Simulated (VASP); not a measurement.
Here is a VASP 6.6.1 calculation.

The input INCAR:

```
SYSTEM = HfSi5
ALGO     = Normal         ! electronic algorithm
EDIFF    = 1E-7           ! SCF threshold, eV
ENCUT    = 520            ! plane-wave cutoff, eV
GGA      = PE             ! functional
ISIF     = 2              ! what is computed and relaxed
ISMEAR   = 0              ! smearing method
LASPH    = .TRUE.         ! aspherical terms in the spheres
LCHARG   = .TRUE.         ! write CHGCAR
LELF     = .TRUE.         ! ELF
LREAL    = .FALSE.        ! projectors in reciprocal space
LVHAR    = .TRUE.       
LWAVE    = .FALSE.        ! write WAVECAR
NBANDS   = 24             ! bands
NELM     = 80             ! most SCF steps
PREC     = Accurate       ! precision mode
SIGMA    = 0.1            ! smearing width, eV
```

Contents of KPOINTS:

```
k-points
0
G
  4 4 4
  0 0 0
```

Contents of POSCAR:

```
HfSi5
1.0
    0.0000000000      3.6614592500      3.6614592500
    3.6614592500      0.0000000000      3.6614592500
    3.6614592500      3.6614592500      0.0000000000
Hf Si
1 5
Direct
    0.5000000000      0.5000000000      0.5000000000
    0.3719714300      0.8760095200      0.8760095200
    0.8760095200      0.8760095200      0.8760095200
    0.2500000000      0.2500000000      0.2500000000
    0.8760095200      0.8760095200      0.3719714300
    0.8760095200      0.3719714300      0.8760095200
```

Potentials or basis: VASP PAW PBE potentials, release 64 (Hf_pv, Si).

Run with:

```console
$ cat potpaw_PBE.64/Hf_pv/POTCAR potpaw_PBE.64/Si/POTCAR > POTCAR
$ mpirun -np 1 vasp_std > vasp.out
```

Q: Estimate the largest force.

A: 0.030 eV/Å.

Q: What does it give for the pressure?

A: -8.7 GPa.

Q: What does it give for the band gap on the k mesh?

A: Zero (bands 15 and 16 overlap by 0.95 eV).

Forces on the atoms (eV/Å):
```
Hf   0.000  0.000  0.000
Si   0.017 -0.017 -0.017
Si   0.017  0.017  0.017
Si   0.000  0.000  0.000
Si  -0.017 -0.017  0.017
Si  -0.017  0.017 -0.017
```

Caveat: the k points lie up to 0.37 Å⁻¹ apart, too coarse for converged energies and pressures of a metal; spin-orbit coupling is left out, which moves the levels of the heavy elements.
